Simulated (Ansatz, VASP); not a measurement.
# LiF: VASP beside Ansatz

INCAR

```
SYSTEM = LiF
  PREC = Accurate
  ENCUT = 520
  EDIFF = 1E-6
  ISMEAR = 0
  SIGMA = 0.05
  LREAL = .FALSE.
  LASPH = .TRUE.
  NELM = 60
  ALGO = Normal
  ISIF = 2
  LWAVE = .FALSE.
  LCHARG = .FALSE.
  GGA = CA
  NBANDS = 18
```

Contents of KPOINTS:

```
regular mesh
0
G
  9 9 6
  0 0 0
```

Contents of POSCAR:

```
LiF
1.0
    2.9984347243      0.0000000000      0.0000000000
   -1.4992173621      2.5967206428      0.0000000000
    0.0000000000      0.0000000000      4.7579162205
Li F
2 2
Direct
    0.3333333333      0.6666666667      0.3839784076
    0.6666666667      0.3333333333      0.8839784076
    0.3333333333      0.6666666667      0.9910195924
    0.6666666667      0.3333333333      0.4910195924
```

Input for Ansatz:

```yaml
crystal:
  lattice:
    - [2.9984347243, 0.0, 0.0]
    - [-1.4992173621, 2.5967206428, 0.0]
    - [0.0, 0.0, 4.7579162205]
  atoms:
    - { symbol: Li, position: [0.3333333333, 0.6666666667, 0.3839784076] }
    - { symbol: Li, position: [0.6666666667, 0.3333333333, 0.8839784076] }
    - { symbol: F, position: [0.3333333333, 0.6666666667, 0.9910195924] }
    - { symbol: F, position: [0.6666666667, 0.3333333333, 0.4910195924] }
basis:
  ecutwfc: 520.0
kpoints:
  mp_grid: { grid: [9, 9, 6] }
hamiltonian:
  xc: lda
scf:
  occupations: { method: gaussian, width: 0.05 }
output:
  forces: true
  stress: true
  eigenvalues: true
```

Alike in both runs: task single point; functional LDA; k mesh 9 × 9 × 6; occupations gaussian, width 0.05 eV; no spin polarisation.

|  | VASP | Ansatz |
| --- | --- | --- |
| version | VASP 6.6.1 | Ansatz 0.2.0 |
| potentials or method | VASP PAW LDA potentials, release 64 (Li_sv, F), cutoff 520 eV | scalar-relativistic, plane waves, PAW |
| valence electrons in the cell | 20 | 20 |

|  | VASP | Ansatz | Ansatz less VASP |
| --- | --- | --- | --- |
| gap on the k mesh at the Fermi level (eV) | 7.85 | 7.87 | +0.016 |
| least direct gap on the mesh (eV) | 7.85 | 7.87 | +0.016 |
| rms of the force components (eV/Å) | 0.077 | 0.077 | -0.0003 |

LDA's correlation is that of Perdew and Zunger in VASP and of Perdew and Wang (1992) in Ansatz. Atom by atom the forces differ by 0.000 eV/Å (rms over components).

Noted on VASP's run: the cutoff is under 1.25 times that of the potentials, so the pressure is a little rough.
